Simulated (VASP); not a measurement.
CsH, 2 atoms in the cell. It takes space group I4/mmm (No. 139, tetragonal). The conventional cell has a = 4.869 Å, b = 4.869 Å, c = 5.866 Å, α = 90.00°, β = 90.00°, γ = 90.00°. Cs (site symmetry 4/mmm) has 6 H at 2.93 to 3.44 Å within 3.9 Å. Within 3.9 Å of H (site symmetry 4/mmm) lie 6 Cs at 2.93 to 3.44 Å.  This cell differs from its parent crystal: strain +0.080 along x and y, -0.080 along z.

```yaml
Program: VASP 6.6.1
Task: single point
Functional: LDA
Potentials_or_basis: VASP PAW LDA potentials, release 64 (Cs_sv, H)
Cutoff: 520 eV
k_mesh: 8 × 8 × 8
Occupations: gaussian, width 0.05 eV
Spin: no spin polarisation
Dipole_correction: no
Further_INCAR_settings: ALGO = Normal; EDIFF = 1e-07; NBANDS = 12
```

Potentials or basis: VASP PAW LDA potentials, release 64 (Cs_sv, H).

Command:

```sh
$ cat potpaw_LDA.64/Cs_sv/POTCAR potpaw_LDA.64/H/POTCAR > POTCAR
$ mpirun -np 1 vasp_std > vasp.out
```

Hardware: 1 thread of AMD EPYC 7R13 Processor (Zen 3) (shared host).

Question: How long does it take, and how much memory?

Answer: Run time: 69 s on 1 thread of AMD EPYC 7R13 Processor (Zen 3), on a shared host, peak memory 0.16 GiB. Counts: scf iterations 14, k points 59.
